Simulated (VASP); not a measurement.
# HC20 in VASP: a series of runs, part 2 of 2

VASP 6.6.1. The steps go on from the part before.

**4. Single point, PBE+D3(BJ)**

INCAR reads:

```
SYSTEM = HC20
ALGO = Fast ; DIPOL = 0.5 0.5 0.305
EDIFF = 1E-6 ; ENCUT = 520
GGA = PE ; IDIPOL = 3
ISIF = 2 ; ISMEAR = 0
IVDW = 12 ; LASPH = .TRUE.
LCHARG = .TRUE. ; LDIPOL = .TRUE.
LELF = .TRUE. ; LREAL = Auto
LVACPOTAV = .TRUE. ; LVHAR = .TRUE.
LWAVE = .FALSE. ; NBANDS = 56
NELM = 100 ; PREC = Accurate
SIGMA = 0.1
```

KPOINTS reads:

```
k-points
0
G
  6 4 1
  0 0 0
```

POSCAR reads:

```
HC20
1.0
    4.9292027291      0.0000000000      0.0000000000
    0.0000000000      6.8054113579      0.0000000000
    0.0000000000      0.0000000000     22.2346643469
C H
20 1
Direct
    0.3122885183      0.2500141188      0.1798992752
    0.8122885183      0.2500141188      0.1798992752
    0.0622635010      0.2500141188      0.2119095571
    0.5622635010      0.2500141188      0.2119095571
    0.1871989222      0.7499858812      0.2279080302
    0.6871989222      0.7499858812      0.2279080302
    0.4371739048      0.7499858812      0.2599183120
    0.9371739048      0.7499858812      0.2599183120
    0.0621093260      0.2500141188      0.2759167852
    0.5621093260      0.2500141188      0.2759167852
    0.3120409925      0.2500133946      0.3071026518
    0.8120409925      0.2500133946      0.3071026518
    0.4371093881      0.7499905632      0.3309339292
    0.9371093881      0.7499905632      0.3309339292
    0.1866551682      0.7499900467      0.3565506911
    0.6866551682      0.7499900467      0.3565506911
    0.3119519864      0.2500147752      0.3740490919
    0.8119519864      0.2500147752      0.3740490919
    0.0621664184      0.2500173699      0.4018349100
    0.5621664184      0.2500173699      0.4018349100
    0.0621664184      0.7500173699      0.5502518120
```

Potentials or basis: VASP PAW PBE potentials, release 64 (C, H).

The run is started by

```console
cat potpaw_PBE.64/C/POTCAR potpaw_PBE.64/H/POTCAR > POTCAR
mpirun -np 1 vasp_std > vasp.out
```

OUTCAR:

```text
SYSTEM = HC20
   EDIFF = 1E-6
   ENCUT = 520
   GGA = PE
   ISIF = 2
   ISMEAR = 0
   IVDW = 12
   LASPH = .TRUE.
   LREAL = Auto
   NELM = 100
   PREC = Accurate
 IVDW          = 12

 ion  position               nearest neighbor table
   1  0.312  0.250  0.180-   4 1.42   3 1.42
   2  0.812  0.250  0.180-   3 1.42   4 1.42
   3  0.062  0.250  0.212-   2 1.42   9 1.42   1 1.42
   4  0.562  0.250  0.212-   1 1.42  10 1.42   2 1.42
   5  0.187  0.750  0.228-   7 1.42   8 1.42
   6  0.687  0.750  0.228-   8 1.42   7 1.42
   7  0.437  0.750  0.260-   5 1.42   6 1.42  13 1.58
[... 1021 lines left out ...]
  Total      -1.50722    -0.41253    -2.95801    -0.00056     0.00083    -0.00295
  in kB      -3.23763    -0.88614    -6.35401    -0.00119     0.00177    -0.00635
  external pressure =       -3.49 kB  Pullay stress =        0.00 kB

 VOLUME and BASIS-vectors are now :
 -----------------------------------------------------------------------------
  energy-cutoff  :      520.00
  volume of cell :      745.87
      direct lattice vectors                 reciprocal lattice vectors
     4.929202729  0.000000000  0.000000000     0.202872565  0.000000000  0.000000000
     0.000000000  6.805411358  0.000000000     0.000000000  0.146941889  0.000000000
     0.000000000  0.000000000 22.234664347     0.000000000  0.000000000  0.044974819

 POSITION                                       TOTAL-FORCE (eV/Angst)
 -----------------------------------------------------------------------------------
      1.53933      1.70145      4.00000        -0.043908      0.000175      1.850784
      4.00393      1.70145      4.00000        -0.053561      0.000176      1.850657
      0.30691      1.70145      4.71174         0.043868      0.000119     -3.397971
      2.77151      1.70145      4.71174         0.043341      0.000118     -3.379798
      0.92274      5.10396      5.06746         0.063366     -0.000200      3.214036
      3.38734      5.10396      5.06746         0.060307     -0.000200      3.204715
[... 13 lines left out ...]
      2.77103      1.70147      8.93466         0.001019     -0.000446      0.022053
      0.30643      5.10418     12.23466         0.003564     -0.000002     -0.064209
 -----------------------------------------------------------------------------------
    total drift:                               -0.020725     -0.000008      0.007629

  FREE ENERGIE OF THE ION-ELECTRON SYSTEM (eV)
  ---------------------------------------------------
  free  energy   TOTEN  =      -162.4556043579 eV

  energy  without entropy=     -162.3152237467  energy(sigma->0) =     -162.38541405

 vacuum level on the upper side and lower side of the slab         2.491         2.754
```

stdout:

```text
POSCAR found type information on POSCAR C H
 POSCAR found :  2 types and      21 ions
 scaLAPACK will be used
 LDA part: xc-table for (Slater+PW92), standard interpolation
 POSCAR, INCAR and KPOINTS ok, starting setup
 FFT: planning ... GRIDC
 FFT: planning ... GRID_SOFT
 FFT: planning ... GRID
 WAVECAR not read
 entering main loop
 -----------------------------------------------------------------------------
|                                                                             |
|           W    W    AA    RRRRR   N    N  II  N    N   GGGG   !!!           |
|           W    W   A  A   R    R  NN   N  II  NN   N  G    G  !!!           |
|           W    W  A    A  R    R  N N  N  II  N N  N  G       !!!           |
|           W WW W  AAAAAA  RRRRR   N  N N  II  N  N N  G  GGG   !            |
|           WW  WW  A    A  R   R   N   NN  II  N   NN  G    G                |
|           W    W  A    A  R    R  N    N  II  N    N   GGGG   !!!           |
|                                                                             |
|     Did not find any points to average over, which means that no vacuum     |
|     field-free region was found. Please increase the size of  your cell     |
|     in the dimension of the dipole correction to obtain accurate            |
|     workfunction values.                                                    |
|                                                                             |
 -----------------------------------------------------------------------------
```

Wall time 27 min (1 thread of AMD EPYC 9755, shared host); peak memory 0.85 GiB.

Results:

```
Free energy                : -162.4556 eV
Largest force              : 3.398 eV/Å
Band gap on the k mesh     : zero (an odd number of electrons rules out a gap without spin polarisation)
Dispersion energy per atom : -0.103 eV
```

Forces in eV/Å, atoms in the order of the input:
```
C   -0.044  0.000  1.851
C   -0.054  0.000  1.851
C    0.044  0.000 -3.398
C    0.043  0.000 -3.380
C    0.063  0.000  3.214
C    0.060  0.000  3.205
C   -0.052  0.000 -3.205
C   -0.071  0.000 -3.190
C    0.002  0.000  1.481
C    0.002  0.000  1.478
C    0.000  0.000  0.029
C   -0.001  0.000  0.029
C    0.010  0.000  0.024
C   -0.006  0.000  0.010
C   -0.004  0.000  0.027
C    0.000  0.000 -0.015
C    0.004  0.000 -0.011
C   -0.002  0.000 -0.011
C    0.001  0.000  0.052
C    0.001  0.000  0.022
H    0.004  0.000 -0.064
```

Caveat: an odd number of electrons without spin polarisation forces a metal; a magnetic or distorted state may lie lower.

**5. Single point, PBE+D3(BJ)**

INCAR reads:

```
SYSTEM = HC20
PREC     = Accurate       ! precision mode
ENCUT    = 520            ! plane-wave cutoff, eV
EDIFF    = 1E-7           ! SCF threshold, eV
ISMEAR   = 0              ! smearing method
SIGMA    = 0.1            ! smearing width, eV
LREAL    = Auto         
LASPH    = .TRUE.         ! aspherical terms in the spheres
NELM     = 80             ! most SCF steps
ALGO     = Fast           ! electronic algorithm
ISIF     = 2              ! what is computed and relaxed
LWAVE    = .FALSE.        ! write WAVECAR
LCHARG   = .FALSE.        ! write CHGCAR
LDIPOL   = .TRUE.       
IDIPOL   = 3            
DIPOL    = 0.5 0.5 0.305
GGA      = PE             ! functional
IVDW     = 12             ! dispersion correction
NBANDS   = 56             ! bands
```

KPOINTS reads:

```
Automatic mesh
0
G
  6 4 1
  0 0 0
```

POSCAR: that of step 4 with these lines changed.

```diff
@@ -28,2 +28,2 @@
     0.5621664184      0.2500173699      0.4018349100
-    0.0621664184      0.7500173699      0.5502518120
+    0.1454997517      0.7500173699      0.5502518120
```

The run is started by

```console
cat potpaw_PBE.64/C/POTCAR potpaw_PBE.64/H/POTCAR > POTCAR
mpirun -np 1 vasp_std > vasp.out
```

It took 34 min on 1 thread of Oxide Virtual Turin-like, shared host; peak memory 0.88 GiB.

The run converged. Its results:

```
Free energy                : -162.4563 eV
Largest force              : 3.397 eV/Å
Band gap on the k mesh     : zero (an odd number of electrons rules out a gap without spin polarisation)
Dispersion energy per atom : -0.103 eV
```

Forces in eV/Å, atoms in the order of the input:
```
C   -0.044  0.000  1.852
C   -0.053  0.000  1.849
C    0.045  0.000 -3.397
C    0.042  0.000 -3.381
C    0.062  0.000  3.216
C    0.062  0.000  3.204
C   -0.049  0.000 -3.201
C   -0.075  0.000 -3.196
C    0.003  0.000  1.480
C    0.001  0.000  1.478
C    0.000  0.000  0.030
C   -0.001  0.000  0.028
C    0.013  0.000  0.021
C   -0.009  0.000  0.016
C   -0.002  0.000  0.036
C   -0.001  0.000 -0.021
C    0.004  0.000 -0.013
C   -0.002  0.000 -0.009
C    0.006  0.000  0.049
C   -0.003  0.000  0.024
H    0.001  0.000 -0.067
```

Levels at points of the mesh, in eV from the Fermi level:
```csv
k point,band 38,band 39,band 40,band 41,band 42,band 43
"(0.00, 0.00, 0.00)",-0.30,-0.29,-0.05,0.18,0.21,0.64
"(0.50, 0.00, 0.00)",-0.80,-0.08,-0.06,0.03,0.07,0.11
"(0.00, 0.50, 0.00)",-0.30,-0.28,-0.05,0.11,0.26,0.65
"(0.50, 0.50, 0.00)",-0.74,-0.04,-0.04,0.05,0.06,0.06
```

Caveat: an odd number of electrons without spin polarisation forces a metal; a magnetic or distorted state may lie lower.

**6. Overview**

| cell | gap on the mesh (eV) | largest force (eV/Å) |
| --- | --- | --- |
| as given, atomic positions A | none | 3.43 |
| as given, atomic positions B | none | 3.58 |
| as given, atomic positions C | none | 3.40 |
| as given, atomic positions D | none | 3.40 |

Alike in all rows: task single point; level PBE+D3(BJ); potentials or basis VASP PAW PBE potentials, release 64 (C, H); no spin polarisation; k mesh 6 × 4 × 1; cutoff (eV) 520; smearing gaussian 0.1 eV.

Caveats: an odd number of electrons without spin polarisation forces a metal; a magnetic or distorted state may lie lower.

Total energies depend on the potentials used, so only differences within one code and one set of settings carry meaning.
